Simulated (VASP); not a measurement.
Wanted: the native input for a VASP 6.6.1 run.

```
Task                   : relaxation of shape and atoms at fixed volume
Functional             : PBE
Dispersion             : D3(BJ)
Potentials or basis    : VASP PAW PBE potentials, release 64 (Pb_d)
Cutoff                 : 600 eV
k mesh                 : 15 × 15 × 8
Occupations            : gaussian, width 0.1 eV
Spin                   : no spin polarisation
Dipole correction      : no
Further INCAR settings : ALGO = Fast; EDIFF = 1e-06; IBRION = 2; EDIFFG = -0.01; NSW = 50; ISIF = 4
```

The structure of Pb lies in POSCAR:

```
Pb
1.0
    3.3418347643      0.0000000000      0.0000000000
   -1.6709173822      2.8941138011      0.0000000000
    0.0000000000      0.0000000000      5.5195211836
Pb
2
Direct
    0.3333333333      0.6666666667      0.2500000000
    0.6666666667      0.3333333333      0.7500000000
```

This isn't the form of Pb at room conditions, which is fcc.

One way to write it, as run:

INCAR

```
PREC = Accurate ; ENCUT = 600
EDIFF = 1E-6 ; ISMEAR = 0
SIGMA = 0.1 ; LREAL = False
LASPH = True ; NELM = 100
ALGO = Fast ; ISIF = 4
LWAVE = False ; LCHARG = False
GGA = PE ; IVDW = 12
IBRION = 2 ; NSW = 50
EDIFFG = -0.01
```

KPOINTS

```
regular mesh
0
Gamma
  15 15 8
```

Potentials or basis: VASP PAW PBE potentials, release 64 (Pb_d).

Launch:

```console
$ cat potpaw_PBE.64/Pb_d/POTCAR > POTCAR
$ mpirun -np 1 vasp_std > vasp.out
```

It gave:

The pressure after relaxing is 7.9 GPa and the band gap on the k mesh is zero (bands 14 and 15 overlap by 8.92 eV). The dispersion energy per atom is -0.467 eV.

Caveat: spin-orbit coupling is left out, which moves the levels of the heavy elements.

Run time: 3.8 min on 1 thread of Intel Xeon 8259CL, with other jobs on the host, peak memory 0.29 GiB.
